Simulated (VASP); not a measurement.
# NaCl in VASP: notebook

The runs below take NaCl through single point, relaxation of cell and atoms, with PBE, revPBE+D4, RPBE.

Program: VASP 6.6.1. These are calculated values, not measurements. Logs are shortened: lines on timing, memory, paths and dates and some standing lists are left out, and cuts for length are marked.

## (1) The cell of the first run

The structure is cubic, space group Pm-3m (No. 221). The conventional cell has a = 3.548 Å, b = 3.548 Å, c = 3.548 Å, α = 90.00°, β = 90.00°, γ = 90.00°. Within 4.0 Å of Cl (site symmetry m-3m) lie 8 Na at 3.07 Å and 6 Cl at 3.55 Å. Na (site symmetry m-3m) has 8 Cl at 3.07 Å and 6 Na at 3.55 Å within 4.0 Å.

## (2) Single point, PBE (volume scaled by 1.04)

Input file INCAR:

```
PREC = Accurate
ENCUT = 520
EDIFF = 1E-7
ISMEAR = -1
SIGMA = 0.05
LREAL = F
LASPH = T
NELM = 100
ALGO = Normal
ISIF = 2
LWAVE = F
LCHARG = T
GGA = PE
LELF = T
LVHAR = T
NBANDS = 14
```

Input file KPOINTS:

```
regular mesh
0
Gamma
  8 8 8
```

Input file POSCAR:

```
NaCl
1.0
    3.5482767325      0.0000000000      0.0000000000
    0.0000000000      3.5482767325      0.0000000000
    0.0000000000      0.0000000000      3.5482767325
Cl Na
1 1
Direct
    0.5000000000      0.5000000000      0.5000000000
    0.0000000000      0.0000000000      0.0000000000
```

Potentials or basis: VASP PAW PBE potentials, release 64 (Cl, Na_pv).

Run with:

```bash
$ cat potpaw_PBE.64/Cl/POTCAR potpaw_PBE.64/Na_pv/POTCAR > POTCAR
$ mpirun -np 1 vasp_std > vasp.out
```

OUTCAR:

```text
PREC = Accurate
   ENCUT = 520
   EDIFF = 1E-7
   ISMEAR = -1
   LREAL = F
   LASPH = T
   NELM = 100
   ISIF = 2
   GGA = PE

 ion  position               nearest neighbor table
   1  0.500  0.500  0.500-
   2  0.000  0.000  0.000-

  LATTYP: Found a simple cubic cell.
 ALAT       =     3.5482767325

  Lattice vectors:

 A1 = (   3.5482767325,   0.0000000000,   0.0000000000)
 A2 = (   0.0000000000,   3.5482767325,   0.0000000000)
 A3 = (   0.0000000000,   0.0000000000,   3.5482767325)

Analysis of symmetry for initial positions (statically):
=====================================================================
 Subroutine PRICEL returns:
 Original cell was already a primitive cell.

 Routine SETGRP: Setting up the symmetry group for a
 simple cubic supercell.

 Subroutine GETGRP returns: Found 48 space group operations
 (whereof 48 operations were pure point group operations)
 out of a pool of 48 trial point group operations.

The static configuration has the point symmetry O_h .

Analysis of symmetry for dynamics (positions and initial velocities):
=====================================================================
 Subroutine PRICEL returns:
 Original cell was already a primitive cell.

 Routine SETGRP: Setting up the symmetry group for a
 simple cubic supercell.

 Subroutine GETGRP returns: Found 48 space group operations
 (whereof 48 operations were pure point group operations)
 out of a pool of 48 trial point group operations.

The dynamic configuration has the point symmetry O_h .

 Subroutine INISYM returns: Found 48 space group operations
 (whereof 48 operations are pure point group operations),
 and found     1 'primitive' translations

----------------------------------------------------------------------------------------

                                     Primitive cell

  volume of cell :      44.6738

  direct lattice vectors                    reciprocal lattice vectors
     3.548276733  0.000000000  0.000000000     0.281826947  0.000000000  0.000000000
     0.000000000  3.548276733  0.000000000     0.000000000  0.281826947  0.000000000
     0.000000000  0.000000000  3.548276733     0.000000000  0.000000000  0.281826947

  length of vectors
     3.548276733  3.548276733  3.548276733     0.281826947  0.281826947  0.281826947

  position of ions in fractional coordinates (direct lattice)
[... 76 lines left out ...]
   LASPH  =      T    aspherical Exc in radial PAW
   ENCUT  =  520.0 eV  38.22 Ry    6.18 a.u.   6.60  6.60  6.60*2*pi/ulx,y,z
   NELM   =    100;   NELMIN=  2; NELMDL= -5     # of ELM steps
   EDIFF  = 0.1E-06   stopping-criterion for ELM
   LREAL  =      F    real-space projection
   EDIFFG = 0.1E-05   stopping-criterion for IOM
   NSW    =      0    number of steps for IOM
   IBRION =     -1    ionic relax: 0-MD 1-quasi-New 2-CG
   NFREE  =      0    steps in history (QN), initial steepest desc. (CG)
   ISIF   =      2    stress and relaxation
   ISYM   =      2    0-nonsym 1-usesym 2-fastsym
   POTIM  = 0.5000    time-step for ionic-motion
   TEBEG  =    0.0;   TEEND  =   0.0 temperature during run
   PSTRESS=    0.0 pullay stress
   NELECT =      14.0000    total number of electrons
   NUPDOWN=      -1.0000    fix difference up-down
   EMIN   =  10.00;   EMAX   =-10.00  energy-range for DOS
   EFERMI =   0.00;   METHOD = LEGACY
   ISMEAR =    -1;   SIGMA  =   0.05  broadening in eV -4-tet -1-fermi 0-gaus
   EFERMI_NEDOS =   21; number of points for ismear=-14 and -15
   IALGO  =     38    algorithm
   IMIX   =      4    mixing-type and parameters
     AMIX     =   0.40;   BMIX     =  1.00
     AMIX_MAG =   1.60;   BMIX_MAG =  1.00
  volume/ion in A,a.u.               =      22.34       150.74
  Fermi-wavevector in a.u.,A,eV,Ry     =   1.111988  2.101352 16.823834  1.236517
  Thomas-Fermi vector in A             =   2.248557
   LORBIT       =      0    0 simple, 1 ext, 2 COOP (PROOUT), +10 PAW based schemes
   GGA     = PE    functional components
[... 5 lines left out ...]
 non-spin polarized calculation
  energy-cutoff  :      520.00
  volume of cell :       44.67
 maximum number of plane-waves:      1228
 NGX is ok and might be reduce to    28
   NGX = 13   NGY = 13   NGZ = 13

 number of electron      13.9999988 magnetization

 Free energy of the ion-electron system (eV)
  ---------------------------------------------------
  ext. energy  EPLUGINS =         0.00000000
  ---------------------------------------------------
  free energy    TOTEN  =        -6.46463955 eV

  energy without entropy =       -6.46463955  energy(sigma->0) =       -6.46463955

 E-fermi :   1.2277     XC(G=0):  -8.2645

 val. band max:        0.1607392439   @ k =   0.5000   0.5000   0.0000
 cond. band min:       4.0129192680   @ k =   0.0000   0.0000   0.0000
 fundamental gap:      3.8521800241
 Fermi energy:         1.2276967904

 k-point     1 :       0.0000    0.0000    0.0000
  band No.  band energies     occupation
      1     -21.9581      2.00000
      2     -21.9581      2.00000
      3     -21.9581      2.00000
      4     -13.0856      2.00000
      5      -0.2989      2.00000
      6      -0.2989      2.00000
      7      -0.2989      2.00000
      8       4.0129      0.00000
      9       8.7754      0.00000
     10       8.7754      0.00000
     11      15.4823      0.00000
     12      15.4823      0.00000
     13      15.4823      0.00000
     14      15.9331      0.00000
[... 377 lines left out ...]
      1     -21.9859      2.00000
      2     -21.9805      2.00000
      3     -21.9569      2.00000
      4     -12.5264      2.00000
      5      -2.0147      2.00000
      6      -1.6855      2.00000
      7      -0.1845      2.00000
      8       6.2133      0.00000
      9       9.4139      0.00000
     10       9.7915      0.00000
     11      11.1494      0.00000
     12      13.5058      0.00000
     13      13.5251      0.00000
     14      16.1920      0.00000

 [... further k-points ...]
[... 5 lines left out ...]
  --------------------------------------------------------------------------------------
  -------------------------------------------------------------------------------------
  Total       -0.2457758     -0.2457758     -0.2457758     -0.0000000     -0.0000000      0.0000000
  in kB       -8.8144925     -8.8144925     -8.8144925     -0.0000000     -0.0000000      0.0000000
  external PRESSURE =      -8.8144925 kB  Pullay stress =       0.0000000 kB

 VOLUME and BASIS-vectors are now :
 -----------------------------------------------------------------------------
  energy-cutoff  :      520.00
  volume of cell :       44.67
      direct lattice vectors                 reciprocal lattice vectors
     3.548276733  0.000000000  0.000000000     0.281826947  0.000000000  0.000000000
     0.000000000  3.548276733  0.000000000     0.000000000  0.281826947  0.000000000
     0.000000000  0.000000000  3.548276733     0.000000000  0.000000000  0.281826947

 POSITION                                       TOTAL-FORCE (eV/Angst)
 -----------------------------------------------------------------------------------
      1.77414      1.77414      1.77414         0.000000      0.000000      0.000000
      0.00000      0.00000      0.00000         0.000000      0.000000      0.000000
 -----------------------------------------------------------------------------------
    total drift:                               -0.000000      0.000000      0.000000

  FREE ENERGIE OF THE ION-ELECTRON SYSTEM (eV)
  ---------------------------------------------------
  free  energy   TOTEN  =        -6.4646395502 eV

  energy  without entropy=       -6.4646395502  energy(sigma->0) =       -6.46463955
```

Run time: 12 s. Hardware: 1 thread of Intel Xeon Platinum 8375C at 2.90GHz (Ice Lake), shared host; peak memory 0.15 GiB.

Results:

| Property | Result |
| --- | --- |
| Free energy | -6.4646 eV |
| Pressure | -0.9 GPa |
| Band gap on the k mesh | 3.85 eV, indirect (least direct gap 4.31 eV) |

 A k mesh can miss the band edges.

## (3) Single point, PBE (atoms moved at random)

Input file INCAR:

```
PREC = Accurate ; ENCUT = 520
EDIFF = 1E-6 ; ISMEAR = -1
SIGMA = 0.05 ; LREAL = F
LASPH = T ; NELM = 80
ALGO = Normal ; ISIF = 2
LWAVE = F ; LCHARG = F
GGA = PE ; NBANDS = 14
```

Input file KPOINTS:

```
Automatic mesh
0
Gamma
  8 8 8
```

Input file POSCAR:

```
NaCl
1.0
    3.5021900000      0.0000000000      0.0000000000
    0.0000000000      3.5021900000      0.0000000000
    0.0000000000      0.0000000000      3.5021900000
Cl Na
1 1
Direct
    0.4982630000      0.4963960000      0.5019420000
   -0.0092900000      0.0014830000     -0.0073130000
```

Potentials or basis: VASP PAW PBE potentials, release 64 (Cl, Na_pv).

Run with:

```bash
$ cat potpaw_PBE.64/Cl/POTCAR potpaw_PBE.64/Na_pv/POTCAR > POTCAR
$ mpirun -np 1 vasp_std > vasp.out
```

OUTCAR:

```text
PREC = Accurate
   ENCUT = 520
   EDIFF = 1E-6
   ISMEAR = -1
   LREAL = F
   LASPH = T
   NELM = 80
   ISIF = 2
   GGA = PE

 ion  position               nearest neighbor table
   1  0.498  0.496  0.502-
   2  0.991  0.001  0.993-

  LATTYP: Found a simple cubic cell.
 ALAT       =     3.5021900000

  Lattice vectors:

 A1 = (   3.5021900000,   0.0000000000,   0.0000000000)
 A2 = (   0.0000000000,   3.5021900000,   0.0000000000)
 A3 = (   0.0000000000,   0.0000000000,   3.5021900000)

Analysis of symmetry for initial positions (statically):
=====================================================================
 Subroutine PRICEL returns:
 Original cell was already a primitive cell.

 Routine SETGRP: Setting up the symmetry group for a
 simple cubic supercell.

 Subroutine GETGRP returns: Found  1 space group operations
 (whereof  1 operations were pure point group operations)
 out of a pool of 48 trial point group operations.

The static configuration has the point symmetry C_1 .

[... 163 lines left out ...]
 cond. band min:       4.4034134974   @ k =   0.0000   0.0000   0.0000
 fundamental gap:      3.9796305252
 Fermi energy:         1.5704072698

 k-point     1 :       0.0000    0.0000    0.0000
  band No.  band energies     occupation
      1     -21.6481      2.00000
      2     -21.6480      2.00000
      3     -21.6480      2.00000
      4     -12.9525      2.00000
      5      -0.0669      2.00000
      6      -0.0668      2.00000
      7      -0.0667      2.00000
      8       4.4034      0.00000
      9       9.0041      0.00000
     10       9.0050      0.00000
     11      16.1078      0.00000
     12      16.1104      0.00000
     13      16.1186      0.00000
     14      16.3392      0.00000
[... 377 lines left out ...]
      1     -21.6675      2.00000
      2     -21.6518      2.00000
      3     -21.6456      2.00000
      4     -12.7377      2.00000
      5      -1.4291      2.00000
      6      -0.3648      2.00000
      7       0.0813      2.00000
      8       6.1214      0.00000
      9       9.6609      0.00000
     10      10.0708      0.00000
     11      12.6302      0.00000
     12      13.5264      0.00000
     13      15.4762      0.00000
     14      15.8410      0.00000

 [... further k-points ...]
[... 5 lines left out ...]
  --------------------------------------------------------------------------------------
  -------------------------------------------------------------------------------------
  Total        0.0197744      0.0196702      0.0198625     -0.0018586     -0.0023031      0.0033659
  in kB        0.7375539      0.7336685      0.7408406     -0.0693222     -0.0859029      0.1255447
  external PRESSURE =       0.7373543 kB  Pullay stress =       0.0000000 kB

 VOLUME and BASIS-vectors are now :
 -----------------------------------------------------------------------------
  energy-cutoff  :      520.00
  volume of cell :       42.96
      direct lattice vectors                 reciprocal lattice vectors
     3.502190000  0.000000000  0.000000000     0.285535622  0.000000000  0.000000000
     0.000000000  3.502190000  0.000000000     0.000000000  0.285535622  0.000000000
     0.000000000  0.000000000  3.502190000     0.000000000  0.000000000  0.285535622

 POSITION                                       TOTAL-FORCE (eV/Angst)
 -----------------------------------------------------------------------------------
      1.74501      1.73847      1.75790        -0.009113      0.005965     -0.010949
      3.46965      0.00519      3.47658         0.009113     -0.005965      0.010949
 -----------------------------------------------------------------------------------
    total drift:                                0.000095      0.000169     -0.000135

  FREE ENERGIE OF THE ION-ELECTRON SYSTEM (eV)
  ---------------------------------------------------
  free  energy   TOTEN  =        -6.4683956545 eV

  energy  without entropy=       -6.4683956545  energy(sigma->0) =       -6.46839565
```

Run time: 66 s. Hardware: 1 thread of Intel Xeon Platinum 8375C at 2.90GHz (Ice Lake), shared host; peak memory 0.25 GiB.

What came out:

- Free energy: -6.4684 eV
- Pressure: 0.1 GPa
- Largest force: 0.015 eV/Å
- Band gap on the k mesh: 3.98 eV, indirect (least direct gap 4.47 eV)

Forces in eV/Å, atoms in the order of the input:
```
Cl  -0.009  0.006 -0.011
Na   0.009 -0.006  0.011
```

Levels at points of the mesh, in eV from the valence-band top:
```
           k point  band 3  band 4  band 5  band 6  band 7  band 8  band 9  band 10  band 11  band 12
(0.00, 0.00, 0.00)  -22.07  -13.38   -0.49   -0.49   -0.49    3.98    8.58     8.58    15.68    15.69
(0.50, 0.00, 0.00)  -22.07  -13.02   -2.94   -0.26   -0.26    6.92    8.56    10.51    11.84    11.85
(0.00, 0.50, 0.00)  -22.07  -13.02   -2.94   -0.26   -0.26    6.92    8.56    10.51    11.84    11.85
(0.00, 0.00, 0.50)  -22.07  -13.02   -2.94   -0.26   -0.26    6.92    8.56    10.51    11.84    11.85
(0.50, 0.50, 0.00)  -22.07  -12.75   -2.26   -2.26    0.00    5.54    9.88    11.03    11.03    12.61
(0.00, 0.50, 0.50)  -22.07  -12.75   -2.26   -2.26    0.00    5.54    9.88    11.03    11.03    12.61
(0.50, 0.00, 0.50)  -22.06  -12.75   -2.26   -2.26    0.00    5.54    9.88    11.03    11.03    12.60
(0.50, 0.50, 0.50)  -22.10  -12.48   -1.84   -1.84   -1.84    7.12    7.12     7.13    11.65    15.88
```

Caveat: the cell differs from its parent crystal (atoms moved at random).

(Part 1 of 3 ends here.)
